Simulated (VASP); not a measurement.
# Y (P6/mmm) in VASP: notebook, part 2 of 2

VASP 6.6.1. Earlier steps stand in the parts before.

## Step 4: Single point, PBE (33.68 Å³/atom)

This run uses another cell than the first one, of 33.68 Å³/atom.

INCAR

```
  PREC = Accurate
  ENCUT = 520
  EDIFF = 1E-6
  ISMEAR = -1
  SIGMA = 0.05
  LREAL = False
  LASPH = True
  NELM = 100
  ALGO = Normal
  ISIF = 2
  LWAVE = False
  LCHARG = False
  GGA = PE
  NBANDS = 12
```

KPOINTS

```
regular mesh
0
Gamma
  14 14 13
```

POSCAR

```
Y
1.0
    3.4216228213      0.0000000000      0.0000000000
   -1.7108114107      2.9632122854      0.0000000000
    0.0000000000      0.0000000000      3.3214189356
Y
1
Direct
    0.0000000000      0.0000000000      0.0000000000
```

Potentials or basis: VASP PAW PBE potentials, release 64 (Y_sv).

Started as:

```
$ cat potpaw_PBE.64/Y_sv/POTCAR > POTCAR
$ mpirun -np 1 vasp_std > vasp.out
```

OUTCAR:

```text
PREC = Accurate
   ENCUT = 520
   EDIFF = 1E-6
   ISMEAR = -1
   LREAL = False
   LASPH = True
   NELM = 100
   ISIF = 2
   GGA = PE

 ion  position               nearest neighbor table
   1  0.000  0.000  0.000-

  LATTYP: Found a hexagonal cell.
 ALAT       =     3.4216228213
 C/A-ratio  =     0.9707145144

  Lattice vectors:

 A1 = (   3.4216228213,   0.0000000000,   0.0000000000)
 A2 = (  -1.7108114107,   2.9632122854,   0.0000000000)
 A3 = (   0.0000000000,   0.0000000000,   3.3214189356)

Analysis of symmetry for initial positions (statically):
=====================================================================
 Subroutine PRICEL returns:
 Original cell was already a primitive cell.

 Routine SETGRP: Setting up the symmetry group for a
 hexagonal supercell.

 Subroutine GETGRP returns: Found 24 space group operations
 (whereof 24 operations were pure point group operations)
 out of a pool of 24 trial point group operations.

The static configuration has the point symmetry D_6h.

Analysis of symmetry for dynamics (positions and initial velocities):
=====================================================================
 Subroutine PRICEL returns:
 Original cell was already a primitive cell.

 Routine SETGRP: Setting up the symmetry group for a
 hexagonal supercell.

 Subroutine GETGRP returns: Found 24 space group operations
 (whereof 24 operations were pure point group operations)
 out of a pool of 24 trial point group operations.

The dynamic configuration has the point symmetry D_6h.

 Subroutine INISYM returns: Found 24 space group operations
 (whereof 24 operations are pure point group operations),
 and found     1 'primitive' translations

----------------------------------------------------------------------------------------

                                     Primitive cell

  volume of cell :      33.6758

  direct lattice vectors                    reciprocal lattice vectors
     3.421622821  0.000000000  0.000000000     0.292258981  0.168735802  0.000000000
    -1.710811411  2.963212285  0.000000000     0.000000000  0.337471603  0.000000000
     0.000000000  0.000000000  3.321418936     0.000000000  0.000000000  0.301076142

  length of vectors
     3.421622821  3.421622821  3.321418936     0.337471603  0.337471603  0.301076142

  position of ions in fractional coordinates (direct lattice)
     0.000000000  0.000000000  0.000000000

  ion indices of the primitive-cell ions
   primitive index   ion index
                 1           1

----------------------------------------------------------------------------------------

 KPOINTS: regular mesh

Automatic generation of k-mesh.
 Grid dimensions read from file:
 generate k-points for:   14   14   13

 Generating k-lattice:

  Cartesian coordinates                     Fractional coordinates (reciprocal lattice)
     0.020875642  0.012052557  0.000000000     0.071428571 -0.000000000  0.000000000
     0.000000000  0.024105115  0.000000000     0.000000000  0.071428571  0.000000000
     0.000000000  0.000000000  0.023159703     0.000000000  0.000000000  0.076923077

  Length of vectors
     0.024105115  0.024105115  0.023159703

  Shift w.r.t. Gamma in fractional coordinates (k-lattice)
     0.000000000  0.000000000  0.000000000

 Subroutine IBZKPT returns following result:
 ===========================================

 Found    168 irreducible k-points:

 Following reciprocal coordinates:
            Coordinates               Weight
  0.000000  0.000000  0.000000      1.000000
  0.071429 -0.000000  0.000000      6.000000
  0.142857 -0.000000  0.000000      6.000000
  0.214286  0.000000  0.000000      6.000000
  0.285714  0.000000  0.000000      6.000000
  0.357143  0.000000  0.000000      6.000000
[... 16 lines left out ...]
  0.285714  0.285714  0.000000      6.000000
  0.357143  0.285714  0.000000      6.000000
 [... further k-points ...]
   k-points           NKPTS =    168   k-points in BZ     NKDIM =    168   number of bands    NBANDS=     12
   number of dos      NEDOS =    301   number of ions     NIONS =      1
   total plane-waves  NPLWV =  21952
   dimension x,y,z NGX =    28 NGY =   28 NGZ =   28
   dimension x,y,z NGXF=    56 NGYF=   56 NGZF=   56
   ions per type =               1
   NGX,Y,Z   is equivalent  to a cutoff of  13.60, 13.60, 14.01 a.u.
   NGXF,Y,Z  is equivalent  to a cutoff of  27.21, 27.21, 28.03 a.u.
 SYSTEM =  unknown system
   PREC   = accura    normal or accurate (medium, high low for compatibility)
   ISTART =      0    job   : 0-new  1-cont  2-samecut
   ICHARG =      2    charge: 1-file 2-atom 10-const
   ISPIN  =      1    spin polarized calculation?
   LNONCOLLINEAR =      F non collinear calculations
   LSORBIT =      F    spin-orbit coupling
   LASPH  =      T    aspherical Exc in radial PAW
   ENCUT  =  520.0 eV  38.22 Ry    6.18 a.u.   6.36  6.36  6.18*2*pi/ulx,y,z
   NELM   =    100;   NELMIN=  2; NELMDL= -5     # of ELM steps
   EDIFF  = 0.1E-05   stopping-criterion for ELM
   LREAL  =      F    real-space projection
   EDIFFG = 0.1E-04   stopping-criterion for IOM
   NSW    =      0    number of steps for IOM
   IBRION =     -1    ionic relax: 0-MD 1-quasi-New 2-CG
   NFREE  =      0    steps in history (QN), initial steepest desc. (CG)
   ISIF   =      2    stress and relaxation
   ISYM   =      2    0-nonsym 1-usesym 2-fastsym
   POTIM  = 0.5000    time-step for ionic-motion
   TEBEG  =    0.0;   TEEND  =   0.0 temperature during run
   PSTRESS=    0.0 pullay stress
   NELECT =      11.0000    total number of electrons
   NUPDOWN=      -1.0000    fix difference up-down
   EMIN   =  10.00;   EMAX   =-10.00  energy-range for DOS
   EFERMI =   0.00;   METHOD = LEGACY
   ISMEAR =    -1;   SIGMA  =   0.05  broadening in eV -4-tet -1-fermi 0-gaus
   EFERMI_NEDOS =   21; number of points for ismear=-14 and -15
   IALGO  =     38    algorithm
   IMIX   =      4    mixing-type and parameters
     AMIX     =   0.40;   BMIX     =  1.00
     AMIX_MAG =   1.60;   BMIX_MAG =  1.00
  volume/ion in A,a.u.               =      33.68       227.26
  Fermi-wavevector in a.u.,A,eV,Ry     =   1.127456  2.130583 17.295136  1.271157
  Thomas-Fermi vector in A             =   2.264142
   LORBIT       =      0    0 simple, 1 ext, 2 COOP (PROOUT), +10 PAW based schemes
   GGA     = PE    functional components
   LHFCALC =     F    Hartree Fock is set to
   AEXX    =    0.0000 exact exchange contribution
   IVDW    =     0    specifies the selected vdW correction
   LEPSILON=     F    determine dielectric tensor
   LRPA    =     F    only Hartree local field effects (RPA)
 non-spin polarized calculation
  energy-cutoff  :      520.00
  volume of cell :       33.68
 maximum number of plane-waves:       930
 NGX is ok and might be reduce to    28
   NGX = 13   NGY = 13   NGZ = 13

 number of electron      11.0000001 magnetization

 Free energy of the ion-electron system (eV)
  ---------------------------------------------------
  ext. energy  EPLUGINS =         0.00000000
  ---------------------------------------------------
  free energy    TOTEN  =        -5.98950866 eV

  energy without entropy =       -5.96357767  energy(sigma->0) =       -5.97654316

 E-fermi :   2.8126     XC(G=0):  -9.3030

 val. band max:        2.8114976386   @ k =   0.3571   0.1429   0.0769
 cond. band min:       2.8154385384   @ k =   0.4286   0.0000   0.0769
 fundamental gap:      0.0039408998
 Fermi energy:         2.8125791556

 k-point     1 :       0.0000    0.0000    0.0000
  band No.  band energies     occupation
      1     -40.0151      2.00000
      2     -19.7667      2.00000
      3     -19.6341      2.00000
      4     -19.6341      2.00000
      5      -1.6969      2.00000
      6       2.3434      1.99983
      7       4.6904      0.00000
      8       4.6904      0.00000
      9       8.1759      0.00000
     10       8.1759      0.00000
     11      12.2063      0.00000
     12      12.4399      0.00000

 k-point     2 :       0.0714   -0.0000    0.0000
  band No.  band energies     occupation
      1     -40.0114      2.00000
      2     -19.7629      2.00000
      3     -19.6688      2.00000
      4     -19.6418      2.00000
      5      -1.5719      2.00000
      6       2.4034      1.99944
      7       4.5086      0.00000
      8       4.8112      0.00000
      9       7.9402      0.00000
     10       8.1462      0.00000
     11      12.5551      0.00000
     12      12.7876      0.00000
[... 316 lines left out ...]
 k-point    24 :       0.3571    0.2857    0.0000
  band No.  band energies     occupation
      1     -39.9298      2.00000
      2     -20.1446      2.00000
      3     -20.0438      2.00000
      4     -19.6813      2.00000
      5       2.4522      1.99852
      6       2.8959      0.31801
      7       2.9196      0.21044
      8       6.1042      0.00000
      9       6.4870      0.00000
     10       8.8557      0.00000
     11       9.4016      0.00000
     12      10.0596      0.00000

 [... further k-points ...]
[... 5 lines left out ...]
  --------------------------------------------------------------------------------------
  -------------------------------------------------------------------------------------
  Total       -0.0210641     -0.0210641     -0.0040033      0.0000000     -0.0000000      0.0000000
  in kB       -1.0021567     -1.0021567     -0.1904649      0.0000000     -0.0000000      0.0000000
  external PRESSURE =      -0.7315928 kB  Pullay stress =       0.0000000 kB

 VOLUME and BASIS-vectors are now :
 -----------------------------------------------------------------------------
  energy-cutoff  :      520.00
  volume of cell :       33.68
      direct lattice vectors                 reciprocal lattice vectors
     3.421622821  0.000000000  0.000000000     0.292258981  0.168735802  0.000000000
    -1.710811411  2.963212285  0.000000000     0.000000000  0.337471603  0.000000000
     0.000000000  0.000000000  3.321418936     0.000000000  0.000000000  0.301076142

 POSITION                                       TOTAL-FORCE (eV/Angst)
 -----------------------------------------------------------------------------------
      0.00000      0.00000      0.00000        -0.000000      0.000000      0.000000
 -----------------------------------------------------------------------------------
    total drift:                                0.000000      0.000000     -0.000000

  FREE ENERGIE OF THE ION-ELECTRON SYSTEM (eV)
  ---------------------------------------------------
  free  energy   TOTEN  =        -5.9895086623 eV

  energy  without entropy=       -5.9635776661  energy(sigma->0) =       -5.97654316
```

OSZICAR:

```text
N       E                     dE             d eps       ncg     rms          rms(c)
DAV:   1     0.249825367267E+02    0.24983E+02   -0.54393E+03  4040   0.823E+02
DAV:   2    -0.493709989214E+01   -0.29920E+02   -0.29102E+02  4920   0.166E+02
DAV:   3    -0.620619373497E+01   -0.12691E+01   -0.12367E+01  5728   0.216E+01
DAV:   4    -0.623640013320E+01   -0.30206E-01   -0.30166E-01  4568   0.327E+00
DAV:   5    -0.623712585188E+01   -0.72572E-03   -0.72564E-03  5344   0.384E-01    0.219E+01
DAV:   6    -0.602783626946E+01    0.20929E+00   -0.24689E-01  4388   0.311E+00    0.129E+01
DAV:   7    -0.599298171216E+01    0.34855E-01   -0.31141E-01  4816   0.340E+00    0.102E+00
DAV:   8    -0.598999539946E+01    0.29863E-02   -0.47584E-02  4520   0.154E+00    0.461E-01
DAV:   9    -0.598959266138E+01    0.40274E-03   -0.12320E-03  4760   0.283E-01    0.123E-01
DAV:  10    -0.598951716241E+01    0.75499E-04   -0.47256E-04  4536   0.167E-01    0.375E-02
DAV:  11    -0.598950884948E+01    0.83129E-05   -0.51767E-05  4500   0.534E-02    0.108E-02
DAV:  12    -0.598950866227E+01    0.18721E-06   -0.16417E-06  4572   0.998E-03
   1 F= -.59895087E+01 E0= -.59765432E+01  d E =-.259310E-01
```

stdout:

```text
POSCAR found type information on POSCAR Y
 POSCAR found :  1 types and       1 ions
 scaLAPACK will be used
 LDA part: xc-table for (Slater+PW92), standard interpolation
 POSCAR, INCAR and KPOINTS ok, starting setup
 FFT: planning ... GRIDC
 FFT: planning ... GRID_SOFT
 FFT: planning ... GRID
 WAVECAR not read
 entering main loop
```

Wall time 45 s (1 thread of Intel Xeon 8259CL, shared host); peak memory 0.2 GiB.

Results:

- Free energy: -5.9895 eV
- Pressure: -0.1 GPa
- Band gap on the k mesh: zero (an odd number of electrons rules out a gap without spin polarisation)

Stress tensor (GPa, compression positive):
```
-0.10  0.00  0.00
 0.00 -0.10  0.00
 0.00  0.00 -0.02
```

Levels at points of the mesh, in eV from the Fermi level:
```csv
k point,band 2,band 3,band 4,band 5,band 6,band 7,band 8,band 9,band 10,band 11
"(0.00, 0.00, 0.00)",-22.58,-22.45,-22.45,-4.51,-0.47,1.88,1.88,5.36,5.36,9.39
"(0.50, 0.00, 0.00)",-23.11,-22.60,-22.50,-1.80,0.11,0.71,2.75,4.82,5.81,7.87
```

## Step 5: Relaxation of cell and atoms, PBE

This run uses another cell than the first one, of 34.26 Å³/atom.

INCAR

```
ALGO = Normal
EDIFF = 1E-6
EDIFFG = -0.005
ENCUT = 600
GGA = PE
IBRION = 2
ISIF = 3
ISMEAR = -1
LASPH = T
LCHARG = F
LREAL = F
LWAVE = F
NELM = 60
NSW = 60
PREC = Accurate
SIGMA = 0.05
```

KPOINTS

```
k-points
0
Gamma
  14 14 13
```

POSCAR

```
Y
1.0
    3.4782928948      0.0000000000      0.0000000000
   -1.7391464474      3.0122900087      0.0000000000
    0.0000000000      0.0000000000      3.2695953211
Y
1
Direct
    0.0000000000      0.0000000000      0.0000000000
```

Started as:

```
$ cat potpaw_PBE.64/Y_sv/POTCAR > POTCAR
$ mpirun -np 1 vasp_std > vasp.out
```

Wall time 3.8 min (1 thread of Intel Xeon 8259CL, shared host); peak memory 0.21 GiB.

It converged, with:

```yaml
Free_energy: -5.9896 eV
Relaxed_volume: 33.61 Å³/atom
Relaxed_cell: a = 3.418 Å, b = 3.418 Å, c = 3.321 Å, α = 90.00°, β = 90.00°, γ = 120.00°
Space_group_after_relaxing_to_0.1_Å: P6/mmm (No. 191)
Energy_gained_by_relaxing: 6.2 meV/atom
Ionic_steps: 8
Pressure_after_relaxing: 0.0 GPa
Band_gap_on_the_k_mesh: zero (an odd number of electrons rules out a gap without spin polarisation)
```

The path:
```csv
step,energy change (eV),largest force (eV/Å),pressure (GPa),volume (Å³)
1,0.0000,0.0000,-0.73,34.26
2,-0.0055,0.0000,0.07,33.48
3,-0.0057,0.0000,0.19,33.34
4,-0.0057,0.0000,0.25,33.29
5,-0.0057,0.0000,0.24,33.31
6,-0.0061,0.0000,0.08,33.51
7,-0.0062,0.0000,-0.04,33.64
8,-0.0062,0.0000,-0.01,33.61
```

Final structure:
```yaml
crystal:
  lattice:
    - [3.41839, 0.00000, 0.00000]
    - [-1.70919, 2.96041, 0.00000]
    - [0.00000, 0.00000, 3.32106]
  atoms:
    - { symbol: Y, position: [0.00000, 0.00000, 0.00000] }
```

Levels at points of the mesh, in eV from the Fermi level:
```csv
k point,band 4,band 5,band 6,band 7,band 8,band 9
"(0.00, 0.00, 0.00)",-22.44,-4.51,-0.47,1.88,1.88,5.37
"(0.50, 0.00, 0.00)",-22.50,-1.80,0.12,0.72,2.75,4.82
```

## Step 6: The runs side by side

```tsv
task	cell	cutoff (eV)	gap on the mesh (eV)	pressure (GPa)
single point	a = 3.371, b = 3.371, c = 3.251 Å, angles 90.0, 90.0, 120.0°, 1 atom	520	none	1.7
single point	a = 3.422, b = 3.422, c = 3.321 Å, angles 90.0, 90.0, 120.0°, 1 atom	520	none	-0.1
relaxation of cell and atoms	relaxed from a = 3.478, b = 3.478, c = 3.270 Å, angles 90.0, 90.0, 120.0°, 1 atom	600	none	0.0
```

Alike in all rows: level PBE; potentials or basis VASP PAW PBE potentials, release 64 (Y_sv); no spin polarisation; k mesh 14 × 14 × 13; smearing fermi-dirac 0.05 eV.

Absolute energies hang on the potentials; compare differences alone.
